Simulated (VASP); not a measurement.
# Al (Fm-3m) in VASP: a series of runs, part 2 of 2

VASP 6.6.1. The steps go on from the part before.

### 5 Single point, r2SCAN

Contents of POSCAR:

```
Al
1.0
    0.0000000000      2.0194650000      2.0194650000
    2.0194650000      0.0000000000      2.0194650000
    2.0194650000      2.0194650000      0.0000000000
Al
1
Direct
    0.0000000000      0.0000000000      0.0000000000
```

Contents of INCAR.step1:

```
SYSTEM = Al
PREC = Accurate
ENCUT = 550
ISMEAR = -1
SIGMA = 0.1
LREAL = .False.
LASPH = .True.
NELM = 120
NBANDS = 8
GGA = PE
ALGO = Normal
EDIFF = 1E-5
LWAVE = .True.
LCHARG = .False.
GGA_COMPAT = .False.
```

Contents of INCAR.step2:

```
SYSTEM = Al
PREC = Accurate
ENCUT = 550
EDIFF = 1E-6
ISMEAR = -1
SIGMA = 0.1
LREAL = .False.
LASPH = .True.
NELM = 120
ALGO = Normal
ISIF = 2
LWAVE = .False.
LCHARG = .True.
METAGGA = R2SCAN
LMIXTAU = .True.
LELF = .True.
LVHAR = .True.
NBANDS = 8
ISTART = 1
GGA_COMPAT = .False.
```

Contents of KPOINTS:

```
Automatic mesh
0
Gamma
  9 9 9
  0 0 0
```

Potentials or basis: VASP PAW PBE potentials, release 64 (Al).

Started as:

```bash
> cat potpaw_PBE.64/Al/POTCAR > POTCAR
> cp INCAR.step1 INCAR
> mpirun -np 1 vasp_std > vasp.out
> cp INCAR.step2 INCAR
> mpirun -np 1 vasp_std > vasp.out
```

OUTCAR:

```text
SYSTEM = Al
   PREC = Accurate
   ENCUT = 550
   EDIFF = 1E-6
   ISMEAR = -1
   LREAL = .False.
   LASPH = .True.
   NELM = 120
   ISIF = 2
   METAGGA = R2SCAN
   ISTART = 1

 ion  position               nearest neighbor table
   1  0.000  0.000  0.000-

  LATTYP: Found a face centered cubic cell.
 ALAT       =     4.0389300000

  Lattice vectors:

 A1 = (   0.0000000000,   2.0194650000,   2.0194650000)
 A2 = (   2.0194650000,   0.0000000000,   2.0194650000)
 A3 = (   2.0194650000,   2.0194650000,   0.0000000000)

Analysis of symmetry for initial positions (statically):
=====================================================================
 Subroutine PRICEL returns:
 Original cell was already a primitive cell.

 Routine SETGRP: Setting up the symmetry group for a
 face centered cubic supercell.

 Subroutine GETGRP returns: Found 48 space group operations
 (whereof 48 operations were pure point group operations)
 out of a pool of 48 trial point group operations.

The static configuration has the point symmetry O_h .

Analysis of symmetry for dynamics (positions and initial velocities):
=====================================================================
 Subroutine PRICEL returns:
 Original cell was already a primitive cell.

 Routine SETGRP: Setting up the symmetry group for a
 face centered cubic supercell.

 Subroutine GETGRP returns: Found 48 space group operations
 (whereof 48 operations were pure point group operations)
 out of a pool of 48 trial point group operations.

The dynamic configuration has the point symmetry O_h .

 Subroutine INISYM returns: Found 48 space group operations
 (whereof 48 operations are pure point group operations),
 and found     1 'primitive' translations

----------------------------------------------------------------------------------------

                                     Primitive cell

[... 102 lines left out ...]
   EFERMI =   0.00;   METHOD = LEGACY
   ISMEAR =    -1;   SIGMA  =   0.10  broadening in eV -4-tet -1-fermi 0-gaus
   EFERMI_NEDOS =   21; number of points for ismear=-14 and -15
   IALGO  =     38    algorithm
   IMIX   =      4    mixing-type and parameters
     AMIX     =   0.40;   BMIX     =  1.00
     AMIX_MAG =   1.60;   BMIX_MAG =  1.00
  volume/ion in A,a.u.               =      16.47       111.16
  Fermi-wavevector in a.u.,A,eV,Ry     =   0.927974  1.753616 11.716451  0.861135
  Thomas-Fermi vector in A             =   2.054101
   LORBIT       =      0    0 simple, 1 ext, 2 COOP (PROOUT), +10 PAW based schemes
   METAGGA = R2SCAN    functional components
   LHFCALC =     F    Hartree Fock is set to
   AEXX    =    0.0000 exact exchange contribution
   IVDW    =     0    specifies the selected vdW correction
   LEPSILON=     F    determine dielectric tensor
   LRPA    =     F    only Hartree local field effects (RPA)
 non-spin polarized calculation
  energy-cutoff  :      550.00
  volume of cell :       16.47
 maximum number of plane-waves:       531
 NGX is ok and might be reduce to    24
   NGX = 11   NGY = 11   NGZ = 11

 number of electron       3.0000000 magnetization

 Free energy of the ion-electron system (eV)
  ---------------------------------------------------
  ext. energy  EPLUGINS =         0.00000000
  ---------------------------------------------------
  free energy    TOTEN  =        -6.70838729 eV

  energy without entropy =       -6.69021992  energy(sigma->0) =       -6.69930361

 E-fermi :   8.0257     XC(G=0): -10.9116

 val. band max:        7.9631819452   @ k =  -0.3333   0.4444   0.1111
 cond. band min:       8.0268823219   @ k =  -0.4444   0.3333   0.1111
 fundamental gap:      0.0637003767
 Fermi energy:         8.0257439278

 k-point     1 :       0.0000    0.0000    0.0000
  band No.  band energies     occupation
      1      -3.8148      2.00000
      2      21.3662      0.00000
      3      21.3662      0.00000
      4      21.3662      0.00000
      5      23.2783      0.00000
      6      23.2783      0.00000
      7      23.2783      0.00000
      8      25.4105      0.00000
[... 243 lines left out ...]
 k-point    24 :       0.4444    0.4444    0.0000
  band No.  band energies     occupation
      1       3.5545      2.00000
      2       7.9072      1.53173
      3      13.6183      0.00000
      4      14.1431      0.00000
      5      14.1431      0.00000
      6      18.0673      0.00000
      7      34.5596      0.00000
      8      36.1670      0.00000

 [... further k-points ...]
[... 5 lines left out ...]
  --------------------------------------------------------------------------------------
  -------------------------------------------------------------------------------------
  Total       -0.3059631     -0.3059631     -0.3059631      0.0000000      0.0000000      0.0000000
  in kB      -29.7605246    -29.7605246    -29.7605246      0.0000000      0.0000000      0.0000000
  external PRESSURE =     -29.7605246 kB  Pullay stress =       0.0000000 kB

 VOLUME and BASIS-vectors are now :
 -----------------------------------------------------------------------------
  energy-cutoff  :      550.00
  volume of cell :       16.47
      direct lattice vectors                 reciprocal lattice vectors
     0.000000000  2.019465000  2.019465000    -0.247590327  0.247590327  0.247590327
     2.019465000  0.000000000  2.019465000     0.247590327 -0.247590327  0.247590327
     2.019465000  2.019465000  0.000000000     0.247590327  0.247590327 -0.247590327

 POSITION                                       TOTAL-FORCE (eV/Angst)
 -----------------------------------------------------------------------------------
      0.00000      0.00000      0.00000         0.000000      0.000000      0.000000
 -----------------------------------------------------------------------------------
    total drift:                                0.000000     -0.000000     -0.000000

  FREE ENERGIE OF THE ION-ELECTRON SYSTEM (eV)
  ---------------------------------------------------
  free  energy   TOTEN  =        -6.7083872937 eV

  energy  without entropy=       -6.6902199199  energy(sigma->0) =       -6.69930361
```

OSZICAR.step1:

```text
N       E                     dE             d eps       ncg     rms          rms(c)
DAV:   1    -0.241573028354E+01   -0.24157E+01   -0.90952E+02   560   0.219E+02
DAV:   2    -0.374140812602E+01   -0.13257E+01   -0.12964E+01   832   0.184E+01
DAV:   3    -0.374756494154E+01   -0.61568E-02   -0.61545E-02   688   0.141E+00
DAV:   4    -0.374757999169E+01   -0.15050E-04   -0.15051E-04   880   0.615E-02
DAV:   5    -0.374758003547E+01   -0.43780E-07   -0.43827E-07   664   0.204E-03    0.131E+00
DAV:   6    -0.373471942250E+01    0.12861E-01   -0.15925E-03   792   0.192E-01    0.761E-01
DAV:   7    -0.372529460731E+01    0.94248E-02   -0.48109E-03   720   0.313E-01    0.147E-01
DAV:   8    -0.372529042710E+01    0.41802E-05   -0.13296E-05   792   0.261E-02
   1 F= -.37252904E+01 E0= -.37163378E+01  d E =-.179053E-01
```

It took 24 s on 1 thread of Intel Xeon 8259CL, shared host; peak memory 0.13 GiB.

What came out:

| Item | Value |
| --- | --- |
| Free energy | -6.7084 eV |
| Pressure | -3.0 GPa |

Caveat: the PAW data sets were made with another functional, which shifts forces and pressure a little.
